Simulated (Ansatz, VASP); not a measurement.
# One calculation of Sn8O15, two programs

```
Sn O
1.0
     4.82652   -4.82837    0.00000
     4.82652    4.82837    0.00000
    -4.82652    0.00000    6.47633
Sn O
8 15
Direct
  0.12194 0.61357 0.24447
  0.37415 0.87785 0.74890
  0.62503 0.12877 0.25064
  0.87731 0.36842 0.75520
  0.99958 0.99914 0.99975
  0.24980 0.24785 0.50018
  0.49958 0.50216 0.99972
  0.74937 0.74722 0.49934
  0.25216 0.55714 0.50510
  0.49950 0.80845 0.99978
  0.74673 0.05151 0.49422
  0.43103 0.61823 0.24817
  0.68141 0.88614 0.75021
  0.93098 0.13573 0.24931
  0.18264 0.36994 0.75130
  0.81657 0.61845 0.24818
  0.06820 0.88634 0.75021
  0.31774 0.13593 0.24930
  0.56808 0.37016 0.75129
  0.99971 0.69763 0.99980
  0.24588 0.93708 0.49219
  0.49969 0.19454 0.99974
  0.75355 0.44454 0.50749
```

Change from the starting cell: O vacancy (site g), charge +0, atoms relaxed at the host's cell.

Alike in both runs: functional PBE; k mesh 3 × 3 × 3; occupations gaussian, width 0.01 eV; no spin polarisation.

Ansatz relaxed the structure, and its values are those at the end. VASP's run is a single point on that final structure, the one shown.

```csv
,VASP,Ansatz
version,VASP 6.6.1,Ansatz 0.2.0
potentials or method,"VASP PAW PBE potentials, release 64 (Sn_d, O), cutoff 520 eV","scalar-relativistic, plane waves, PAW"
valence electrons in the cell,202,202
```

```tsv
	VASP	Ansatz	Ansatz less VASP
gap on the k mesh at the Fermi level (eV)	1.06	1.06	+0.002
least direct gap on the mesh (eV)	1.54	1.54	0.000
rms of the force components (eV/Å)	0.014	0.003	-0.0113
```

With one functional, cell and mesh, what is left measures potentials, basis and numerics.
